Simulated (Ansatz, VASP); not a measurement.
FeO in VASP and in Ansatz

INCAR

```
PREC     = Accurate       # precision mode
ENCUT    = 520            # plane-wave cutoff, eV
EDIFF    = 1E-6           # SCF threshold, eV
ISMEAR   = 0              # smearing method
SIGMA    = 0.012          # smearing width, eV
LREAL    = F              # projectors in reciprocal space
LASPH    = T              # aspherical terms in the spheres
NELM     = 150            # most SCF steps
ALGO     = Normal         # electronic algorithm
ISIF     = 2              # what is computed and relaxed
LWAVE    = F              # write WAVECAR
LCHARG   = F              # write CHGCAR
ISPIN    = 2              # spin polarisation
MAGMOM   = 3 0            # initial moments
LORBIT   = 11             # projections on sites
LMAXMIX  = 4              # l up to which the mixer works
GGA      = PE             # functional
NBANDS   = 18             # bands
```

Contents of KPOINTS:

```
Automatic mesh
0
Gamma
  11 11 11
```

Contents of POSCAR:

```
FeO
1.0
    0.0000000000      2.1554000000      2.1554000000
    2.1554000000      0.0000000000      2.1554000000
    2.1554000000      2.1554000000      0.0000000000
Fe O
1 1
Direct
    0.0000000000      0.0000000000      0.0000000000
    0.5000000000      0.5000000000      0.5000000000
```

The input input.yaml:

```yaml
crystal:
  lattice:
    - [0.0, 2.1554, 2.1554]
    - [2.1554, 0.0, 2.1554]
    - [2.1554, 2.1554, 0.0]
  atoms:
    - { symbol: Fe, position: [0.0, 0.0, 0.0], spin: 3.0 }
    - { symbol: O, position: [0.5, 0.5, 0.5] }
hamiltonian:
  xc: pbe
  pseudopotentials: { kind: paw }
magnetization:
  spin_polarized: true
kpoints:
  mp_grid: { grid: [11, 11, 11] }
scf:
  occupations: { method: gaussian, width: 0.012 }
output:
  forces: true
  stress: true
  eigenvalues: true
```

Alike in both runs: task single point; functional PBE; k mesh 11 × 11 × 11; occupations gaussian, width 0.012 eV; collinear spin.

|  | VASP | Ansatz |
| --- | --- | --- |
| version | VASP 6.6.1 | Ansatz 0.2.0 |
| potentials or method | VASP PAW PBE potentials, release 64 (Fe, O) | Ansatz PAW |
| plane-wave cutoff (eV) | 520 | 420 |
| valence electrons in the cell | 14 | 22 |

|  | VASP | Ansatz | Ansatz less VASP |
| --- | --- | --- | --- |
| gap on the k mesh at the Fermi level (eV) | none | none | - |
| pressure (GPa) | -0.2 | -0.3 | -0.04 |
| net moment per atom (μB) | 2.00 | 2.00 | +0.001 |
| size of the moment on the site where the two differ most (μB) | 3.62 | 3.45 | -0.169 |

Site moments also hang on the region over which each program counts them. A gap of «none» marks a metal or a gap that the smearing closes. The functional is the same, so the differences come from potentials, cutoffs and numerics. VASP's potentials hold 14 valence electrons a cell and Ansatz's 22, so a difference there can come from the potentials and not from the codes.
